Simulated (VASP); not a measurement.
A run of VASP 6.6.1:

The input INCAR:

```
SYSTEM = Co
PREC     = Accurate       ! precision mode
ENCUT    = 600            ! plane-wave cutoff, eV
EDIFF    = 1E-6           ! SCF threshold, eV
ISMEAR   = 0              ! smearing method
SIGMA    = 0.1            ! smearing width, eV
LREAL    = .False.        ! projectors in reciprocal space
LASPH    = .True.         ! aspherical terms in the spheres
NELM     = 200            ! most SCF steps
ALGO     = Normal         ! electronic algorithm
ISIF     = 2              ! what is computed and relaxed
LWAVE    = .False.        ! write WAVECAR
LCHARG   = .False.        ! write CHGCAR
ISPIN    = 2              ! spin polarisation
MAGMOM   = 3 3 3 3 3      ! initial moments
LORBIT   = 11             ! projections on sites
LMAXMIX  = 4              ! l up to which the mixer works
GGA      = PE             ! functional
NBANDS   = 34             ! bands
GGA_COMPAT= .False.
```

The input KPOINTS:

```
Automatic mesh
0
Gamma
  6 6 4
  0 0 0
```

Contents of POSCAR:

```
Co
1.0
    3.3882085526      0.0000000000      0.0000000000
    0.0000000000      3.3882085526      0.0000000000
    0.0000000000      0.0000000000      5.6878660370
Co
5
Direct
    0.2462026215      0.2462026215      0.1583774962
    0.2462026215      0.7537973785      0.8416225038
    0.7537973785      0.2462026215      0.8416225038
    0.7537973785      0.7537973785      0.1583774962
    0.5000000000      0.5000000000      0.5000000000
```

Potentials or basis: VASP PAW PBE potentials, release 64 (Co).

Run with:

```sh
$ cat potpaw_PBE.64/Co/POTCAR > POTCAR
$ mpirun -np 1 vasp_std > vasp.out
```

Hardware: 1 thread of Oxide Virtual Turin-like Processor, with other jobs on the host.

Problem. Estimate the wall time of this run.

Solution. It took 5.2 min on 1 thread of Oxide Virtual Turin-like Processor, with other jobs on the host, peak memory 0.25 GiB. Counts: scf iterations 20, k points 30.
